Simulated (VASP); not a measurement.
**SmF2: single point with PBEsol**

SmF2:

```
Sm F
1.0
     3.87637    0.00000    0.00000
    -1.93819    3.35704    0.00000
     0.00000    0.00000    4.54203
Sm F
1 2
Direct
  0.00000 0.00000 0.00000
  0.33333 0.66667 0.19741
  0.66667 0.33333 0.80259
```

```json
{
 "Program": "VASP 6.6.1",
 "Task": "single point",
 "Functional": "PBEsol",
 "Potentials or basis": "VASP PAW PBE potentials, release 64 (Sm, F)",
 "Cutoff": "520 eV",
 "k mesh": "10 × 10 × 6",
 "Occupations": "gaussian, width 0.05 eV",
 "Spin": "collinear spin, ferromagnetic start",
 "Starting moments": "[6.0, 0.0, 0.0] μB",
 "Dipole correction": "no",
 "Further INCAR settings": "ALGO = Normal; EDIFF = 1e-06; NBANDS = 26"
}
```

The pressure is -0.3 GPa. The largest force is 0.019 eV/Å and the band gap on the k mesh is zero (filled and empty bands overlap). The net moment is 5.97 μB per cell. The site moments are Sm +5.59; F -0.01 μB and the valence electrons inside the program's atomic spheres are Sm 13.67; F 6.08.

Forces in eV/Å, atoms in the order of the input:
```
Sm   0.000  0.000  0.000
F    0.000  0.000 -0.019
F    0.000  0.000  0.019
```

Stress tensor (GPa, compression positive):
```
-0.15  0.00  0.00
 0.00 -0.15  0.00
 0.00  0.00 -0.55
```

Levels at points of the mesh, in eV from the Fermi level:
Spin up:
```tsv
k point	band 14	band 15	band 16	band 17	band 18	band 19	band 20	band 21	band 22	band 23
(0.00, 0.00, 0.00)	-0.41	-0.31	-0.31	-0.24	0.01	0.01	0.10	2.64	2.64	2.84
(0.50, 0.00, 0.00)	-0.36	-0.32	-0.22	-0.08	-0.06	0.12	0.26	1.43	3.67	3.69
(0.00, 0.00, 0.50)	-0.29	-0.29	-0.26	0.02	0.02	0.08	1.65	2.27	2.27	2.55
(0.50, 0.00, 0.50)	-0.35	-0.30	-0.19	-0.13	-0.04	0.06	1.23	3.08	3.25	3.65
```
Spin down:
| k point | band 9 | band 10 | band 11 | band 12 | band 13 | band 14 | band 15 | band 16 |
| --- | --- | --- | --- | --- | --- | --- | --- | --- |
| (0.00, 0.00, 0.00) | -7.85 | -6.71 | -6.71 | -6.70 | -0.44 | 3.24 | 3.49 | 3.61 |
| (0.50, 0.00, 0.00) | -7.01 | -6.98 | -6.97 | -6.91 | 1.16 | 2.19 | 2.92 | 3.43 |
| (0.00, 0.00, 0.50) | -7.52 | -7.21 | -6.78 | -6.78 | 2.21 | 3.14 | 3.24 | 3.24 |
| (0.50, 0.00, 0.50) | -7.18 | -6.89 | -6.85 | -6.67 | 1.92 | 2.91 | 3.53 | 3.56 |

Wall time 4.7 min on 1 thread of Intel(R) Xeon(R) 6975P-C (Granite Rapids), with other jobs on the host, peak memory 0.34 GiB.

Caveat: the magnetic or orbital state may not be the lowest; the PAW data sets were made with another functional, which shifts forces and pressure a little; spin-orbit coupling is left out, which moves the levels of the heavy elements; semilocal functionals describe open f shells poorly, which spoils levels, moments and volumes. The state reached can hang on the start; a lower one may exist.
